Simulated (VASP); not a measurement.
Al3Cu2: single point with PBEsol

Crystal: Al3Cu2.

```xyz
5
Lattice="4.0920 0.0000 0.0000 -2.0460 3.5437 0.0000 0.0000 0.0000 4.9928" Properties=species:S:1:pos:R:3 pbc="T T T"
Al    0.0000    0.0000    0.0000
Al    0.0000    2.3625    1.7471
Al    2.0460    1.1812    3.2457
Cu    0.0000    2.3625    4.1915
Cu    2.0460    1.1812    0.8013
```

```json
{
  "Program": "VASP 6.6.1",
  "Task": "single point",
  "Functional": "PBEsol",
  "Potentials or basis": "VASP PAW PBE potentials, release 64 (Al, Cu)",
  "Cutoff": "520 eV",
  "k mesh": "12 × 12 × 8",
  "Occupations": "gaussian, width 0.1 eV",
  "Spin": "no spin polarisation"
}
```

```json
{
  "Pressure": "0.5 GPa",
  "Largest force": "0.061 eV/Å"
}
```

Forces on the atoms (eV/Å):
```
Al   0.000  0.000  0.000
Al   0.000  0.000  0.032
Al   0.000  0.000 -0.032
Cu   0.000  0.000  0.061
Cu   0.000  0.000 -0.061
```

Stress tensor (GPa, compression positive):
```
0.66 0.00 0.00
0.00 0.66 0.00
0.00 0.00 0.18
```

Levels at points of the mesh, in eV from the Fermi level:
| k point | band 11 | band 12 | band 13 | band 14 | band 15 | band 16 | band 17 | band 18 | band 19 | band 20 |
| --- | --- | --- | --- | --- | --- | --- | --- | --- | --- | --- |
| (0.00, 0.00, 0.00) | -4.13 | -3.69 | -3.62 | -0.16 | -0.16 | 1.36 | 1.36 | 2.56 | 2.92 | 5.34 |
| (0.50, 0.00, 0.00) | -4.27 | -4.08 | -3.03 | -2.98 | -2.56 | -0.78 | -0.06 | 0.39 | 3.01 | 3.83 |
| (0.00, 0.00, 0.50) | -4.16 | -4.16 | 1.21 | 1.21 | 1.35 | 1.35 | 1.80 | 2.44 | 2.44 | 2.47 |
| (0.50, 0.00, 0.50) | -4.30 | -4.20 | -4.12 | -3.52 | -1.74 | -0.16 | 0.77 | 0.96 | 5.13 | 5.30 |

Wall time 2.2 min on 1 thread of Intel(R) Xeon(R) 6975P-C (Granite Rapids), on a shared host, peak memory 0.32 GiB.

Caveat: the PAW data sets were made with another functional, which shifts forces and pressure a little.
